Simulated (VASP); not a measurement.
A run of VASP 6.6.1 is set up as follows.

File INCAR:

```
PREC = Accurate
ENCUT = 520
EDIFF = 1E-7
ISMEAR = -1
SIGMA = 0.05
LREAL = F
LASPH = T
NELM = 100
ALGO = Normal
ISIF = 2
LWAVE = F
LCHARG = F
GGA = PS
NBANDS = 12
```

Contents of KPOINTS:

```
regular mesh
0
Gamma
  12 12 12
```

POSCAR

```
Li
1.0
    1.5349939760      0.8862291852      7.5883000000
   -1.5349939760      0.8862291852      7.5883000000
    0.0000000000     -1.7724583706      7.5883000000
Li
3
Direct
    0.0000000000      0.0000000000      0.0000000000
    0.2220000000      0.2220000000      0.2220000000
    0.7780000000      0.7780000000      0.7780000000
```

Potentials or basis: VASP PAW PBE potentials, release 64 (Li_sv).

Command:

```bash
$ cat potpaw_PBE.64/Li_sv/POTCAR > POTCAR
$ mpirun -np 1 vasp_std > vasp.out
```

Question: Predict the largest force.

Answer: 0.009 eV/Å.

Question: Estimate the band gap on the k mesh.

Answer: Zero (an odd number of electrons rules out a gap without spin polarisation).

Forces in eV/Å, atoms in the order of the input:
```
Li   0.000  0.000  0.000
Li   0.000  0.000  0.009
Li   0.000  0.000 -0.009
```

Caveat: the cell differs from its parent crystal (equal xx and yy strain of -1 %); the PAW data sets were made with another functional, which shifts forces and pressure a little.
